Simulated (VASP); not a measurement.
**TiB2: relaxation of cell and atoms with r2SCAN**

TiB2:

```
Ti B
1.0
     3.02920    0.00000    0.00000
    -1.51460    2.62336    0.00000
     0.00000    0.00000    3.22840
Ti B
1 2
Direct
  0.00000 0.00000 0.00000
  0.33333 0.66667 0.50000
  0.66667 0.33333 0.50000
```

* Program: VASP 6.6.1
* Task: relaxation of cell and atoms
* Functional: r2SCAN
* Potentials or basis: VASP PAW PBE potentials, release 64 (Ti_sv, B)
* Cutoff: 600 eV
* k mesh: 13 × 13 × 10
* Occupations: fermi-dirac, width 0.15 eV
* Spin: no spin polarisation
* Dipole correction: no
* Further INCAR settings: ALGO = Normal; EDIFF = 1e-06; IBRION = 2; EDIFFG = -0.03; NSW = 80; ISIF = 3

* Pressure after relaxing: -0.3 GPa
* Band gap on the k mesh: zero (bands 9 and 10 overlap by 0.55 eV)

Stress tensor (GPa, compression positive):
```
-0.36  0.00  0.00
 0.00 -0.36  0.00
 0.00  0.00 -0.15
```

Final structure:
```
Ti B
1.0
     3.02920    0.00000    0.00000
    -1.51460    2.62336    0.00000
     0.00000    0.00000    3.22840
Ti B
1 2
Direct
  0.00000 0.00000 0.00000
  0.33333 0.66667 0.50000
  0.66667 0.33333 0.50000
```

Levels at points of the mesh, in eV from the Fermi level:
```tsv
k point	band 7	band 8	band 9	band 10	band 11	band 12
(0.00, 0.00, 0.00)	-2.76	-2.60	-2.18	1.99	1.99	3.86
(0.00, 0.00, 0.50)	-0.62	-0.62	-0.20	-0.20	0.48	0.48
```

Run time: 61 s on 1 thread of Intel(R) Xeon(R) 6975P-C (Granite Rapids) (shared host), peak memory 0.18 GiB.

Caveat: the relaxation stopped at its first step, so nothing moved; the PAW data sets were made with another functional, which shifts forces and pressure a little.
